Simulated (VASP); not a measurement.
Runs of VASP 6.6.1 on TaN. The structure is that of space group P6/mmm (No. 191), or close to it. The cells are those of the table. 

| task | level | potentials or basis | cell | cutoff (eV) | gap on the mesh (eV) | pressure (GPa) | relaxed volume (Å³/atom) |
| --- | --- | --- | --- | --- | --- | --- | --- |
| single point | revPBE+D3(BJ) | VASP PAW PBE potentials, release 64 (Ta_pv, N) | a = 5.189, b = 5.189, c = 2.913 Å, angles 90.0, 90.0, 120.0°, 6 atoms | 520 | none | 0.8 | - |
| single point | LDA | VASP PAW LDA potentials, release 64 (Ta_pv, N) | a = 5.166, b = 5.166, c = 2.889 Å, angles 90.0, 90.0, 120.0°, 6 atoms | 520 | none | 1.8 | - |
| relaxation of cell and atoms | revPBE+D3(BJ) | VASP PAW PBE potentials, release 64 (Ta_pv, N) | relaxed from a = 5.191, b = 5.191, c = 2.908 Å, angles 90.0, 90.0, 120.0°, 6 atoms | 600 | none | 0.0 | (b) |
| relaxation of cell and atoms | RPBE | VASP PAW PBE potentials, release 64 (Ta_pv, N) | relaxed from a = 5.191, b = 5.191, c = 2.908 Å, angles 90.0, 90.0, 120.0°, 6 atoms | 600 | none | 0.0 | (a) |
| single point | RPBE | VASP PAW PBE potentials, release 64 (Ta_pv, N) | a = 5.288, b = 5.288, c = 2.936 Å, angles 90.0, 90.0, 120.0°, 6 atoms | 520 | none | 0.6 | - |

Alike in all rows: no spin polarisation; k mesh 5 × 5 × 8; smearing methfessel-paxton 0.15 eV.

Problem. Fill in the values left out.

Solution. (a) 11.88; (b) 11.35.

Caveats: spin-orbit coupling is left out, which moves the levels of the heavy elements; the PAW data sets were made with another functional, which shifts forces and pressure a little (at least some runs).

A k mesh can miss the band edges, and the runs leave out spin-orbit coupling on Ta.

A gap of «none» marks levels without a gap at the run's occupations.
